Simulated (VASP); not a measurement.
Mg:

```
CELL_PARAMETERS angstrom
3.13389 0.00000 0.00000
-1.56695 2.71403 0.00000
0.00000 0.00000 10.17940
ATOMIC_POSITIONS crystal
Mg 0.66667 0.33333 0.75000
Mg 0.00000 0.00000 0.50000
Mg 0.33333 0.66667 0.25000
Mg 0.00000 0.00000 0.00000
```

Base run:

```yaml
Program: VASP 6.6.1
Functional: PBE
Potentials_or_basis: VASP PAW PBE potentials, release 64 (Mg)
Cutoff: 520 eV
k_mesh: 10 × 10 × 3
Occupations: fermi-dirac, width 0.05 eV
Spin: no spin polarisation
```

Its results: band gap on the k mesh zero (band 4 reaches 3.58 eV, above the bottom of band 5 at 1.71 eV); pressure 2.5 GPa.

Q: The run is repeated on the same cell with these changes: functional from PBE to PBEsol; further incar settings from ALGO = Fast; EDIFF = 1e-06; NBANDS = 12 to ALGO = Normal; EDIFF = 1e-06; NBANDS = 12. What comes out?

A: Band gap on the k mesh zero (band 4 reaches 3.53 eV, above the bottom of band 5 at 1.66 eV); pressure 1.8 GPa.

Caveats: the PAW data sets were made with another functional, which shifts forces and pressure a little (some runs).
